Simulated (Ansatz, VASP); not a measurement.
## ScW3: VASP beside Ansatz

```
CELL_PARAMETERS angstrom
0.00000 3.27766 3.27766
3.27766 0.00000 3.27766
3.27766 3.27766 0.00000
ATOMIC_POSITIONS crystal
Sc 0.00000 0.00000 0.00000
W 0.25000 0.25000 0.25000
W 0.75000 0.75000 0.75000
W 0.50000 0.50000 0.50000
```

Change from the starting cell: species swapped into the ZnCo3 type (Fm-3m, No. 225).

Alike in both runs: task single point; functional PBE; k mesh 4 × 4 × 4; occupations gaussian, width 0.1 eV; no spin polarisation.

|  | VASP | Ansatz |
| --- | --- | --- |
| version | VASP 6.6.1 | Ansatz 0.2.0 |
| potentials or method | VASP PAW PBE potentials, release 64 (Sc_sv, W_sv), cutoff 520 eV | scalar-relativistic, plane waves, PAW |
| valence electrons in the cell | 53 | 53 |

```tsv
	VASP	Ansatz	Ansatz less VASP
gap on the k mesh at the Fermi level (eV)	none	none	-
pressure (GPa)	-7.4	-7.6	-0.28
```

A gap of «none» marks a metal or a gap that the smearing closes. The functional is the same, so the differences come from potentials, cutoffs and numerics.

The k mesh is coarse, so the values compare programs but aren't converged. Spin-orbit coupling is off throughout.
